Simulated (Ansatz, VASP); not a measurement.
**Two plane-wave programs on Mn3Cu**

```xyz
4
Lattice="3.4824 0.0000 0.0000 0.0000 3.4824 0.0000 0.0000 0.0000 3.4824" Properties=species:S:1:pos:R:3 pbc="T T T"
Mn    0.0000    1.7412    1.7412
Mn    1.7412    0.0000    1.7412
Mn    1.7412    1.7412    0.0000
Cu    0.0000    0.0000    0.0000
```

Alike in both runs: task relaxation of cell and atoms; functional PBEsol; k mesh 12 × 12 × 12; occupations gaussian, width 0.1 eV; no spin polarisation.

```csv
,VASP,Ansatz
version,VASP 6.6.1,Ansatz 0.2.0
potentials or method,"VASP PAW PBE potentials, release 64 (Mn_pv, Cu), cutoff 600 eV","scalar-relativistic, plane waves, PAW"
valence electrons in the cell,50,64
```

VASP gave:

| Item | Value |
| --- | --- |
| gap on the k mesh at the Fermi level, each at its own relaxed structure (eV) | none |
| relaxed volume (Å³/atom) | 10.53 |
| relaxed length of the cell vector where the two differ most in proportion (Å) | 3.479 |

Q: Which values does Ansatz return?

A: gap on the k mesh at the Fermi level, each at its own relaxed structure (eV): none; relaxed volume (Å³/atom): 10.52; relaxed length of the cell vector where the two differ most in proportion (Å): 3.479.

VASP's potentials were made for PBE, not for PBEsol. A gap of «none» marks a metal or a gap that the smearing closes. VASP's potentials hold 50 valence electrons a cell and Ansatz's 64, so a difference there can come from the potentials and not from the codes.
